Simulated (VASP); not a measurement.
Here is a VASP 6.6.1 calculation.

INCAR

```
PREC     = Accurate       # precision mode
ENCUT    = 600            # plane-wave cutoff, eV
EDIFF    = 1E-7           # SCF threshold, eV
ISMEAR   = -1             # smearing method
SIGMA    = 0.05           # smearing width, eV
LREAL    = F              # projectors in reciprocal space
LASPH    = T              # aspherical terms in the spheres
NELM     = 80             # most SCF steps
ALGO     = Normal         # electronic algorithm
ISIF     = 3              # what is computed and relaxed
LWAVE    = F              # write WAVECAR
LCHARG   = F              # write CHGCAR
GGA      = PS             # functional
IVDW     = 12             # dispersion correction
IBRION   = 2              # ionic algorithm
NSW      = 60             # ionic steps
EDIFFG   = -0.01          # ionic threshold
```

Contents of KPOINTS:

```
regular mesh
0
Gamma
  10 10 10
```

File POSCAR:

```
TaN
1.0
    2.7323076900      0.0000000000      0.0000000000
    0.0000000000      2.7323076900      0.0000000000
    0.0000000000      0.0000000000      2.7323076900
Ta N
1 1
Direct
    0.0000000000      0.0000000000      0.0000000000
    0.5000000000      0.5000000000      0.5000000000
```

Potentials or basis: VASP PAW PBE potentials, release 64 (Ta_pv, N).

The run is started by

```sh
$ cat potpaw_PBE.64/Ta_pv/POTCAR potpaw_PBE.64/N/POTCAR > POTCAR
$ mpirun -np 1 vasp_std > vasp.out
```

(1) What does it give for the dispersion energy per atom?

(2) Estimate the space group after relaxing (to 0.05 Å).

Results:

(1) -0.503 eV.

(2) Pm-3m (No. 221).
